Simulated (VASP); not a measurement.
# SnO2 (Pnnm) in VASP: a series of runs

Runs on SnO2. Level: LDA. Tasks: single point.

All numbers are computed with VASP 6.6.1; they aren't measurements. Logs are shortened: lines on timing, memory, paths and dates and some standing lists are left out, and cuts for length are marked.

### Step 1. The cell of the first run

Symmetry: Pnnm, No. 58, orthorhombic system. Conventional cell: a = 4.579 Å, b = 5.166 Å, c = 3.490 Å, α = 90.00°, β = 90.00°, γ = 90.00°. Sn (site symmetry 2/m) has 6 O at 2.13 to 2.19 Å within 2.8 Å. O (site symmetry m) has 3 Sn at 2.13 to 2.19 Å and 1 O at 2.63 Å within 2.8 Å.

### Step 2. Single point, LDA (13.76 Å³/atom)

Input file INCAR:

```
PREC = Accurate
ENCUT = 520
EDIFF = 1E-6
ISMEAR = 0
SIGMA = 0.05
LREAL = F
LASPH = T
NELM = 100
ALGO = Normal
ISIF = 2
LWAVE = F
LCHARG = T
LELF = T
LVHAR = T
NBANDS = 35
```

Input file KPOINTS:

```
regular mesh
0
Gamma
  6 6 10
```

Input file POSCAR:

```
SnO2
1.0
    4.5785644063      0.0000000000      0.0000000000
    0.0000000000      5.1659824704      0.0000000000
    0.0000000000      0.0000000000      3.4897372705
Sn O
2 4
Direct
    0.5000000000      0.5000000000      0.5000000000
    0.0000000000      0.0000000000      0.0000000000
    0.3070735322      0.3109591712      0.0000000000
    0.8070735322      0.1890408288      0.5000000000
    0.1929264678      0.8109591712      0.5000000000
    0.6929264678      0.6890408288      0.0000000000
```

Potentials or basis: VASP PAW LDA potentials, release 64 (Sn_d, O).

Command:

```
cat potpaw_LDA.64/Sn_d/POTCAR potpaw_LDA.64/O/POTCAR > POTCAR
mpirun -np 1 vasp_std > vasp.out
```

OUTCAR:

```text
PREC = Accurate
   ENCUT = 520
   EDIFF = 1E-6
   ISMEAR = 0
   LREAL = F
   LASPH = T
   NELM = 100
   ISIF = 2

 ion  position               nearest neighbor table
   1  0.500  0.500  0.500-   4 2.13   5 2.13   3 2.19   6 2.19   3 2.19   6 2.19
   2  0.000  0.000  0.000-   3 2.13   6 2.13   5 2.19   4 2.19   4 2.19   5 2.19
   3  0.307  0.311  0.000-   2 2.13   1 2.19   1 2.19
   4  0.807  0.189  0.500-   1 2.13   2 2.19   2 2.19
   5  0.193  0.811  0.500-   1 2.13   2 2.19   2 2.19
   6  0.693  0.689  0.000-   2 2.13   1 2.19   1 2.19

  LATTYP: Found a simple orthorhombic cell.
 ALAT       =     3.4897372705
 B/A-ratio  =     1.3120083409
 C/A-ratio  =     1.4803356442

  Lattice vectors:

 A1 = (   0.0000000000,   0.0000000000,   3.4897372705)
 A2 = (   4.5785644063,   0.0000000000,   0.0000000000)
 A3 = (   0.0000000000,   5.1659824704,   0.0000000000)

Analysis of symmetry for initial positions (statically):
=====================================================================
 Subroutine PRICEL returns:
 Original cell was already a primitive cell.

 Routine SETGRP: Setting up the symmetry group for a
 simple orthorhombic supercell.

 Subroutine GETGRP returns: Found  8 space group operations
 (whereof  4 operations were pure point group operations)
 out of a pool of  8 trial point group operations.

The static configuration has the point symmetry C_2h.
 The point group associated with its full space group is D_2h.

Analysis of symmetry for dynamics (positions and initial velocities):
=====================================================================
 Subroutine PRICEL returns:
 Original cell was already a primitive cell.

 Routine SETGRP: Setting up the symmetry group for a
 simple orthorhombic supercell.

 Subroutine GETGRP returns: Found  8 space group operations
 (whereof  4 operations were pure point group operations)
 out of a pool of  8 trial point group operations.

The dynamic configuration has the point symmetry C_2h.
 The point group associated with its full space group is D_2h.

 Subroutine INISYM returns: Found  8 space group operations
 (whereof  4 operations are pure point group operations),
 and found     1 'primitive' translations

----------------------------------------------------------------------------------------

[... 96 lines left out ...]
   LSORBIT =      F    spin-orbit coupling
   LASPH  =      T    aspherical Exc in radial PAW
   ENCUT  =  520.0 eV  38.22 Ry    6.18 a.u.   8.51  9.61  6.49*2*pi/ulx,y,z
   NELM   =    100;   NELMIN=  2; NELMDL= -5     # of ELM steps
   EDIFF  = 0.1E-05   stopping-criterion for ELM
   LREAL  =      F    real-space projection
   EDIFFG = 0.1E-04   stopping-criterion for IOM
   NSW    =      0    number of steps for IOM
   IBRION =     -1    ionic relax: 0-MD 1-quasi-New 2-CG
   NFREE  =      0    steps in history (QN), initial steepest desc. (CG)
   ISIF   =      2    stress and relaxation
   ISYM   =      2    0-nonsym 1-usesym 2-fastsym
   POTIM  = 0.5000    time-step for ionic-motion
   TEBEG  =    0.0;   TEEND  =   0.0 temperature during run
   PSTRESS=    0.0 pullay stress
   NELECT =      52.0000    total number of electrons
   NUPDOWN=      -1.0000    fix difference up-down
   EMIN   =  10.00;   EMAX   =-10.00  energy-range for DOS
   EFERMI =   0.00;   METHOD = LEGACY
   ISMEAR =     0;   SIGMA  =   0.05  broadening in eV -4-tet -1-fermi 0-gaus
   EFERMI_NEDOS =   21; number of points for ismear=-14 and -15
   IALGO  =     38    algorithm
   IMIX   =      4    mixing-type and parameters
     AMIX     =   0.40;   BMIX     =  1.00
     AMIX_MAG =   1.60;   BMIX_MAG =  1.00
  volume/ion in A,a.u.               =      13.76        92.84
  Fermi-wavevector in a.u.,A,eV,Ry     =   1.403409  2.652059 26.797451  1.969557
  Thomas-Fermi vector in A             =   2.526074
   LORBIT       =      0    0 simple, 1 ext, 2 COOP (PROOUT), +10 PAW based schemes
   GGA     = CA    functional components
   LHFCALC =     F    Hartree Fock is set to
   AEXX    =    0.0000 exact exchange contribution
   IVDW    =     0    specifies the selected vdW correction
   LEPSILON=     F    determine dielectric tensor
   LRPA    =     F    only Hartree local field effects (RPA)
 non-spin polarized calculation
 Gauss-broadening in eV      SIGMA  =   0.05
  energy-cutoff  :      520.00
  volume of cell :       82.54
 maximum number of plane-waves:      2263
 NGX is ok and might be reduce to    36
   NGX = 17   NGY = 19   NGZ = 13

 number of electron      52.0000016 magnetization

 Free energy of the ion-electron system (eV)
  ---------------------------------------------------
  ext. energy  EPLUGINS =         0.00000000
  ---------------------------------------------------
  free energy    TOTEN  =       -41.09091322 eV

  energy without entropy =      -41.09082063  energy(sigma->0) =      -41.09086693

 E-fermi :   4.2636     XC(G=0): -11.0983

 val. band max:        4.2060324199   @ k =   0.0000   0.0000   0.1000
 cond. band min:       4.3046805819   @ k =   0.0000   0.0000   0.0000
 fundamental gap:      0.0986481620
 Fermi energy:         4.2635803198

 k-point     1 :       0.0000    0.0000    0.0000
  band No.  band energies     occupation
      1     -16.5101      2.00000
      2     -16.0417      2.00000
      3     -16.0028      2.00000
      4     -15.9740      2.00000
      5     -15.9735      2.00000
      6     -15.9645      2.00000
[... 901 lines left out ...]
     34      14.5997      0.00000
     35      16.4040      0.00000

 [... further k-points ...]
[... 5 lines left out ...]
  --------------------------------------------------------------------------------------
  -------------------------------------------------------------------------------------
  Total       -7.0608455    -11.8450033    -16.4490847      0.0000000      0.0000000      0.0000000
  in kB     -137.0541859   -229.9168403   -319.2841299      0.0000000      0.0000000      0.0000000
  external PRESSURE =    -228.7517187 kB  Pullay stress =       0.0000000 kB

 VOLUME and BASIS-vectors are now :
 -----------------------------------------------------------------------------
  energy-cutoff  :      520.00
  volume of cell :       82.54
      direct lattice vectors                 reciprocal lattice vectors
     4.578564406  0.000000000  0.000000000     0.218409071  0.000000000  0.000000000
     0.000000000  5.165982470  0.000000000     0.000000000  0.193574021  0.000000000
     0.000000000  0.000000000  3.489737271     0.000000000  0.000000000  0.286554523

 POSITION                                       TOTAL-FORCE (eV/Angst)
 -----------------------------------------------------------------------------------
      2.28928      2.58299      1.74487         0.000000      0.000000      0.000000
      0.00000      0.00000      0.00000         0.000000      0.000000      0.000000
      1.40596      1.60641      0.00000        -0.004508     -0.004716      0.000000
      3.69524      0.97658      1.74487        -0.004508      0.004716     -0.000000
      0.88333      4.18940      1.74487         0.004508     -0.004716      0.000000
      3.17261      3.55957      0.00000         0.004508      0.004716      0.000000
 -----------------------------------------------------------------------------------
    total drift:                                0.000000     -0.000000     -0.000000

  FREE ENERGIE OF THE ION-ELECTRON SYSTEM (eV)
  ---------------------------------------------------
  free  energy   TOTEN  =       -41.0909132162 eV

  energy  without entropy=      -41.0908206342  energy(sigma->0) =      -41.09086693
```

stdout:

```text
POSCAR found type information on POSCAR SnO
 POSCAR found :  2 types and       6 ions
 scaLAPACK will be used
 LDA part: xc-table for (Slater(with rela. corr.)+CA(PZ))
 , standard interpolation
 POSCAR, INCAR and KPOINTS ok, starting setup
 FFT: planning ... GRIDC
 FFT: planning ... GRID_SOFT
 FFT: planning ... GRID
 WAVECAR not read
 entering main loop
```

Run time: 2.7 min. Hardware: 1 thread of AMD EPYC 9R45 (Zen 5), shared host; peak memory 0.29 GiB.

Results:

```yaml
Free_energy: -41.0909 eV
Pressure: -22.9 GPa
Largest_force: 0.007 eV/Å
Band_gap_on_the_k_mesh: 0.10 eV (least direct gap 0.35 eV)
```

Forces in eV/Å, atoms in the order of the input:
```
Sn   0.000  0.000  0.000
Sn   0.000  0.000  0.000
O   -0.005 -0.005  0.000
O   -0.005  0.005  0.000
O    0.005 -0.005  0.000
O    0.005  0.005  0.000
```

Stress tensor (GPa, compression positive):
```
-13.71   0.00   0.00
  0.00 -22.99   0.00
  0.00   0.00 -31.93
```

Caveat: the cell stands under tension; spin-orbit coupling is left out, which moves the levels of the heavy elements.

### Step 3. Single point, LDA (13.76 Å³/atom)

Input file INCAR:

```
PREC = Accurate
ENCUT = 520
EDIFF = 1E-6
ISMEAR = 0
SIGMA = 0.05
LREAL = False
LASPH = True
NELM = 100
ALGO = Normal
ISIF = 2
LWAVE = False
LCHARG = False
GGA = CA
NBANDS = 35
```

Input file KPOINTS:

```
Automatic mesh
0
Gamma
  6 6 10
```

Input file POSCAR:

```
SnO2
1.0
    4.7663915111      0.0000000000      0.0000000000
    0.0000000000      5.0631726396      0.0000000000
    0.0000000000      0.0000000000      3.4202869190
Sn O
2 4
Direct
    0.5000000000      0.5000000000      0.5000000000
    0.0000000000      0.0000000000      0.0000000000
    0.3080081786      0.3111196540      0.0000000000
    0.8080081786      0.1888803460      0.5000000000
    0.1919918214      0.8111196540      0.5000000000
    0.6919918214      0.6888803460      0.0000000000
```

Potentials or basis: VASP PAW LDA potentials, release 64 (Sn_d, O).

Command:

```
cat potpaw_LDA.64/Sn_d/POTCAR potpaw_LDA.64/O/POTCAR > POTCAR
mpirun -np 1 vasp_std > vasp.out
```

Wall time 2.6 min (1 thread of AMD EPYC 9R45 (Zen 5), shared host); peak memory 0.28 GiB.

The run converged. Its results:

```yaml
Free_energy: -41.3265 eV
Pressure: -22.0 GPa
Largest_force: 0.018 eV/Å
Band_gap_on_the_k_mesh: 0.08 eV (least direct gap 0.47 eV)
```

Forces on the atoms (eV/Å):
```
Sn   0.000  0.000  0.000
Sn   0.000  0.000  0.000
O   -0.012 -0.013  0.000
O   -0.012  0.013  0.000
O    0.012 -0.013  0.000
O    0.012  0.013  0.000
```

Stress tensor (GPa, compression positive):
```
-16.08   0.00   0.00
  0.00 -20.85   0.00
  0.00   0.00 -29.11
```

Levels at points of the mesh, in eV from the valence-band top:
| k point | band 24 | band 25 | band 26 | band 27 | band 28 | band 29 |
| --- | --- | --- | --- | --- | --- | --- |
| (0.00, 0.00, 0.00) | -0.69 | -0.45 | -0.39 | 0.08 | 4.37 | 5.13 |
| (0.50, 0.00, 0.00) | -1.26 | -0.55 | -0.55 | 2.95 | 2.95 | 5.84 |
| (0.00, 0.50, 0.00) | -1.20 | -0.40 | -0.40 | 2.92 | 2.92 | 5.88 |
| (0.50, 0.50, 0.00) | -1.37 | -0.63 | -0.63 | 3.13 | 3.13 | 6.20 |
| (0.00, 0.00, 0.50) | -1.28 | -0.99 | -0.99 | 4.53 | 4.53 | 8.62 |
| (0.50, 0.00, 0.50) | -0.69 | -0.62 | -0.62 | 4.81 | 4.81 | 6.88 |
| (0.00, 0.50, 0.50) | -0.89 | -0.71 | -0.71 | 4.79 | 4.79 | 6.87 |
| (0.50, 0.50, 0.50) | -0.77 | -0.56 | -0.56 | 3.55 | 3.55 | 7.75 |

Caveat: the cell stands under tension; spin-orbit coupling is left out, which moves the levels of the heavy elements.

(Part 1 of 2 ends here.)
